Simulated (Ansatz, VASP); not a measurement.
**One calculation of TaN, two programs**

File INCAR:

```
SYSTEM = TaN
PREC = Accurate
ENCUT = 520
EDIFF = 1E-6
ISMEAR = 0
SIGMA = 0.15
LREAL = .FALSE.
LASPH = .TRUE.
NELM = 60
ALGO = Normal
ISIF = 2
LWAVE = .FALSE.
LCHARG = .FALSE.
GGA = PE
NBANDS = 15
```

KPOINTS

```
regular mesh
0
G
  26 26 26
  0 0 0
```

POSCAR

```
TaN
1.0
   -0.1055933021      2.1571203146      2.1571203146
    2.1571203146     -0.1055933021      2.1571203146
    2.1571203146      2.1571203146     -0.1055933021
Ta N
1 1
Direct
    0.5000000000      0.5000000000      0.5000000000
    0.0000000000      0.0000000000      0.0000000000
```

Input for Ansatz:

```yaml
crystal:
  lattice:
    - [-0.1055933021, 2.1571203146, 2.1571203146]
    - [2.1571203146, -0.1055933021, 2.1571203146]
    - [2.1571203146, 2.1571203146, -0.1055933021]
  atoms:
    - { symbol: Ta, position: [0.5, 0.5, 0.5] }
    - { symbol: "N", position: [0.0, 0.0, 0.0] }
basis:
  ecutwfc: 420
kpoints:
  mp_grid: { grid: [26, 26, 26] }
hamiltonian:
  xc: pbe
scf:
  occupations: { method: gaussian, width: 0.15 }
output:
  forces: true
  stress: true
  eigenvalues: true
  write_density: true
  write_potential: true
  elf: true
  volumetric_format: npy
```

Alike in both runs: task single point; functional PBE; k mesh 26 × 26 × 26; occupations gaussian, width 0.15 eV; no spin polarisation.

```csv
,VASP,Ansatz
version,VASP 6.6.1,Ansatz 0.2.0
potentials or method,"VASP PAW PBE potentials, release 64 (Ta_pv, N), cutoff 520 eV","scalar-relativistic, plane waves, PAW"
valence electrons in the cell,16,18
```

|  | VASP | Ansatz | Ansatz less VASP |
| --- | --- | --- | --- |
| gap on the k mesh at the Fermi level (eV) | none | none | - |
| pressure (GPa) | 1.0 | 0.2 | -0.77 |
| traceless stress, the component that is largest in VASP (GPa) | 3.46 | 3.48 | +0.019 |

A gap of «none» marks a metal or a gap that the smearing closes. VASP's potentials hold 16 valence electrons a cell and Ansatz's 18, so a difference there can come from the potentials and not from the codes.

Spin-orbit coupling is off throughout.
